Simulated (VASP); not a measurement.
# Cd (P6_3/mmc) in VASP: a series of runs, part 2 of 2

VASP 6.6.1.

### Step 3. Single point, LDA (strained)

Contents of INCAR:

```
ALGO = Normal ; EDIFF = 1E-6
ENCUT = 630 ; GGA_COMPAT = F
ISIF = 2 ; ISMEAR = 0
LASPH = T ; LCHARG = T
LELF = T ; LREAL = F
LVHAR = T ; LWAVE = F
NBANDS = 27 ; NELM = 120
PREC = Accurate ; SIGMA = 0.1
```

Contents of KPOINTS:

```
k-points
0
Gamma
  18 18 8
```

Contents of POSCAR:

```
Cd
1.0
    2.8862891505      0.0000000000      0.0000000000
   -1.4431445752      2.4995997270      0.0000000000
    0.0000000000      0.0000000000      5.4430534380
Cd
2
Direct
    0.3333333333      0.6666666667      0.2500000000
    0.6666666667      0.3333333333      0.7500000000
```

Potentials or basis: VASP PAW LDA potentials, release 64 (Cd_sv_GW).

Started as:

```sh
cat potpaw_LDA.64/Cd_sv_GW/POTCAR > POTCAR
mpirun -np 1 vasp_std > vasp.out
```

OUTCAR:

```text
EDIFF = 1E-6
   ENCUT = 630
   ISIF = 2
   ISMEAR = 0
   LASPH = T
   LREAL = F
   NELM = 120
   PREC = Accurate

 ion  position               nearest neighbor table
   1  0.333  0.667  0.250-
   2  0.667  0.333  0.750-

  LATTYP: Found a hexagonal cell.
 ALAT       =     2.8862891505
 C/A-ratio  =     1.8858309595

  Lattice vectors:

 A1 = (   2.8862891505,   0.0000000000,   0.0000000000)
 A2 = (  -1.4431445752,   2.4995997270,   0.0000000000)
 A3 = (   0.0000000000,   0.0000000000,   5.4430534380)

Analysis of symmetry for initial positions (statically):
=====================================================================
 Subroutine PRICEL returns:
 Original cell was already a primitive cell.

 Routine SETGRP: Setting up the symmetry group for a
 hexagonal supercell.

 Subroutine GETGRP returns: Found 24 space group operations
 (whereof 12 operations were pure point group operations)
 out of a pool of 24 trial point group operations.

The static configuration has the point symmetry D_3d.
 The point group associated with its full space group is D_6h.

Analysis of symmetry for dynamics (positions and initial velocities):
=====================================================================
 Subroutine PRICEL returns:
 Original cell was already a primitive cell.

 Routine SETGRP: Setting up the symmetry group for a
 hexagonal supercell.

 Subroutine GETGRP returns: Found 24 space group operations
 (whereof 12 operations were pure point group operations)
 out of a pool of 24 trial point group operations.

The dynamic configuration has the point symmetry D_3d.
 The point group associated with its full space group is D_6h.

 Subroutine INISYM returns: Found 24 space group operations
 (whereof 12 operations are pure point group operations),
 and found     1 'primitive' translations

----------------------------------------------------------------------------------------

                                     Primitive cell

  volume of cell :      39.2693

  direct lattice vectors                    reciprocal lattice vectors
     2.886289151  0.000000000  0.000000000     0.346465634  0.200032027  0.000000000
    -1.443144575  2.499599727  0.000000000     0.000000000  0.400064054  0.000000000
     0.000000000  0.000000000  5.443053438     0.000000000  0.000000000  0.183720408

  length of vectors
     2.886289151  2.886289150  5.443053438     0.400064054  0.400064054  0.183720408

  position of ions in fractional coordinates (direct lattice)
     0.333333333  0.666666667  0.250000000
     0.666666667  0.333333333  0.750000000

  ion indices of the primitive-cell ions
   primitive index   ion index
                 1           1
                 2           2

----------------------------------------------------------------------------------------

 KPOINTS: k-points

Automatic generation of k-mesh.
 Grid dimensions read from file:
 generate k-points for:   18   18    8

 Generating k-lattice:

  Cartesian coordinates                     Fractional coordinates (reciprocal lattice)
     0.019248091  0.011112890  0.000000000     0.055555556  0.000000000  0.000000000
     0.000000000  0.022225781  0.000000000     0.000000000  0.055555556  0.000000000
     0.000000000  0.000000000  0.022965051     0.000000000  0.000000000  0.125000000

  Length of vectors
     0.022225781  0.022225781  0.022965051

  Shift w.r.t. Gamma in fractional coordinates (k-lattice)
     0.000000000  0.000000000  0.000000000

 Subroutine IBZKPT returns following result:
 ===========================================

 Found    185 irreducible k-points:

 Following reciprocal coordinates:
            Coordinates               Weight
  0.000000  0.000000  0.000000      1.000000
  0.055556 -0.000000  0.000000      6.000000
  0.111111 -0.000000  0.000000      6.000000
  0.166667 -0.000000  0.000000      6.000000
  0.222222 -0.000000  0.000000      6.000000
  0.277778  0.000000  0.000000      6.000000
[... 16 lines left out ...]
  0.333333  0.111111  0.000000     12.000000
  0.388889  0.111111  0.000000     12.000000
 [... further k-points ...]
   k-points           NKPTS =    185   k-points in BZ     NKDIM =    185   number of bands    NBANDS=     27
   number of dos      NEDOS =    301   number of ions     NIONS =      2
   total plane-waves  NPLWV =  27648
   dimension x,y,z NGX =    24 NGY =   24 NGZ =   48
   dimension x,y,z NGXF=    48 NGYF=   48 NGZF=   96
   ions per type =               2
   NGX,Y,Z   is equivalent  to a cutoff of  13.82, 13.82, 14.66 a.u.
   NGXF,Y,Z  is equivalent  to a cutoff of  27.65, 27.65, 29.32 a.u.
 SYSTEM =  unknown system
   PREC   = accura    normal or accurate (medium, high low for compatibility)
   ISTART =      0    job   : 0-new  1-cont  2-samecut
   ICHARG =      2    charge: 1-file 2-atom 10-const
   ISPIN  =      1    spin polarized calculation?
   LNONCOLLINEAR =      F non collinear calculations
   LSORBIT =      F    spin-orbit coupling
   LASPH  =      T    aspherical Exc in radial PAW
   ENCUT  =  630.0 eV  46.30 Ry    6.80 a.u.   5.91  5.91 11.14*2*pi/ulx,y,z
   NELM   =    120;   NELMIN=  2; NELMDL= -5     # of ELM steps
   EDIFF  = 0.1E-05   stopping-criterion for ELM
   LREAL  =      F    real-space projection
   EDIFFG = 0.1E-04   stopping-criterion for IOM
   NSW    =      0    number of steps for IOM
   IBRION =     -1    ionic relax: 0-MD 1-quasi-New 2-CG
   NFREE  =      0    steps in history (QN), initial steepest desc. (CG)
   ISIF   =      2    stress and relaxation
   ISYM   =      2    0-nonsym 1-usesym 2-fastsym
   POTIM  = 0.5000    time-step for ionic-motion
   TEBEG  =    0.0;   TEEND  =   0.0 temperature during run
   PSTRESS=    0.0 pullay stress
   NELECT =      40.0000    total number of electrons
   NUPDOWN=      -1.0000    fix difference up-down
   EMIN   =  10.00;   EMAX   =-10.00  energy-range for DOS
   EFERMI =   0.00;   METHOD = LEGACY
   ISMEAR =     0;   SIGMA  =   0.10  broadening in eV -4-tet -1-fermi 0-gaus
   EFERMI_NEDOS =   21; number of points for ismear=-14 and -15
   IALGO  =     38    algorithm
   IMIX   =      4    mixing-type and parameters
     AMIX     =   0.40;   BMIX     =  1.00
     AMIX_MAG =   1.60;   BMIX_MAG =  1.00
  volume/ion in A,a.u.               =      19.63       132.50
  Fermi-wavevector in a.u.,A,eV,Ry     =   1.647191  3.112739 36.915830  2.713237
  Thomas-Fermi vector in A             =   2.736691
   LORBIT       =      0    0 simple, 1 ext, 2 COOP (PROOUT), +10 PAW based schemes
   GGA     = CA    functional components
   LHFCALC =     F    Hartree Fock is set to
   AEXX    =    0.0000 exact exchange contribution
   IVDW    =     0    specifies the selected vdW correction
   LEPSILON=     F    determine dielectric tensor
   LRPA    =     F    only Hartree local field effects (RPA)
 non-spin polarized calculation
 Gauss-broadening in eV      SIGMA  =   0.10
  energy-cutoff  :      630.00
  volume of cell :       39.27
 maximum number of plane-waves:      1432
 NGX is ok and might be reduce to    24
   NGX = 11   NGY = 11   NGZ = 23

 number of electron      40.0000001 magnetization

 Free energy of the ion-electron system (eV)
  ---------------------------------------------------
  ext. energy  EPLUGINS =         0.00000000
  ---------------------------------------------------
  free energy    TOTEN  =        -3.06366260 eV

  energy without entropy =       -3.06143068  energy(sigma->0) =       -3.06254664

 E-fermi :   7.3739     XC(G=0): -12.2140

 val. band max:        7.3520797639   @ k =   0.0000   0.0000   0.2500
 cond. band min:       7.3760843148   @ k =   0.3333   0.1111   0.0000
 fundamental gap:      0.0240045509
 Fermi energy:         7.3738845263

 k-point     1 :       0.0000    0.0000    0.0000
  band No.  band energies     occupation
      1     -95.4059      2.00000
      2     -95.4039      2.00000
      3     -56.7856      2.00000
      4     -56.7545      2.00000
      5     -56.7348      2.00000
      6     -56.7348      2.00000
[... 19 lines left out ...]
     26      22.8232      0.00000
     27      23.1548      0.00000
[... 661 lines left out ...]
 k-point    24 :       0.3889    0.1111    0.0000
  band No.  band energies     occupation
      1     -95.3983      2.00000
      2     -95.3976      2.00000
      3     -56.8098      2.00000
      4     -56.8066      2.00000
      5     -56.7664      2.00000
      6     -56.7614      2.00000
[... 19 lines left out ...]
     26      18.8317      0.00000
     27      19.2519      0.00000

 [... further k-points ...]

------------------------ aborting loop because EDIFF is reached ----------------------------------------

  FORCE on cell =-STRESS in cart. coord.  units (eV):
  Direction    XX          YY          ZZ          XY          YZ          ZX
  --------------------------------------------------------------------------------------
  -------------------------------------------------------------------------------------
  Total        0.4085056      0.4085056      0.3081535      0.0000000     -0.0000000      0.0000000
  in kB       16.6669313     16.6669313     12.5725913      0.0000000     -0.0000000      0.0000000
  external PRESSURE =      15.3021513 kB  Pullay stress =       0.0000000 kB

 VOLUME and BASIS-vectors are now :
 -----------------------------------------------------------------------------
  energy-cutoff  :      630.00
  volume of cell :       39.27
      direct lattice vectors                 reciprocal lattice vectors
     2.886289151  0.000000000  0.000000000     0.346465634  0.200032027  0.000000000
    -1.443144575  2.499599727  0.000000000     0.000000000  0.400064054  0.000000000
     0.000000000  0.000000000  5.443053438     0.000000000  0.000000000  0.183720408

 POSITION                                       TOTAL-FORCE (eV/Angst)
 -----------------------------------------------------------------------------------
     -0.00000      1.66640      1.36076         0.000000     -0.000000      0.000000
      1.44314      0.83320      4.08229        -0.000000      0.000000      0.000000
 -----------------------------------------------------------------------------------
    total drift:                               -0.000000      0.000000      0.000000

  FREE ENERGIE OF THE ION-ELECTRON SYSTEM (eV)
  ---------------------------------------------------
  free  energy   TOTEN  =        -3.0636625962 eV

  energy  without entropy=       -3.0614306781  energy(sigma->0) =       -3.06254664
```

OSZICAR:

```text
N       E                     dE             d eps       ncg     rms          rms(c)
DAV:   1     0.113062770929E+04    0.11306E+04   -0.27474E+04 10150   0.259E+03
DAV:   2     0.114062179327E+03   -0.10166E+04   -0.96245E+03  9990   0.938E+02
DAV:   3     0.229948254825E+01   -0.11176E+03   -0.10973E+03 14952   0.397E+02
DAV:   4    -0.288701497161E+01   -0.51865E+01   -0.51761E+01 14705   0.111E+02
DAV:   5    -0.324418587525E+01   -0.35717E+00   -0.35716E+00 15124   0.238E+01    0.423E+01
DAV:   6    -0.308126289815E+01    0.16292E+00   -0.49614E-01 15662   0.162E+01    0.248E+01
DAV:   7    -0.306388022631E+01    0.17383E-01   -0.56364E-02 14084   0.323E+00    0.144E+00
DAV:   8    -0.306372483984E+01    0.15539E-03   -0.47024E-03 15506   0.156E+00    0.146E-01
DAV:   9    -0.306366330035E+01    0.61539E-04   -0.25199E-04 15741   0.211E-01    0.513E-02
DAV:  10    -0.306366268467E+01    0.61567E-06   -0.15312E-05 14613   0.920E-02    0.472E-03
DAV:  11    -0.306366259618E+01    0.88492E-07   -0.47403E-07  6997   0.189E-02
   1 F= -.30636626E+01 E0= -.30625466E+01  d E =-.223192E-02
```

stdout:

```text
POSCAR found type information on POSCAR Cd
 POSCAR found :  1 types and       2 ions
 scaLAPACK will be used
 LDA part: xc-table for (Slater(with rela. corr.)+CA(PZ))
 , standard interpolation
 POSCAR, INCAR and KPOINTS ok, starting setup
 FFT: planning ... GRIDC
 FFT: planning ... GRID_SOFT
 FFT: planning ... GRID
 WAVECAR not read
 entering main loop
```

Run time: 2 min. Hardware: 1 thread of Intel Xeon 6975P-C (Granite Rapids), shared host; peak memory 0.34 GiB.

Results:

```yaml
Free_energy: -3.0637 eV
Pressure: 1.5 GPa
Band_gap_on_the_k_mesh: zero (bands 20 and 21 overlap by 4.60 eV)
```

Stress tensor (GPa, compression positive):
```
1.67 0.00 0.00
0.00 1.67 0.00
0.00 0.00 1.26
```

Caveat: the cell differs from its parent crystal (strained).

The gap in the log of VASP goes by the Fermi energy; the results here count the filled bands.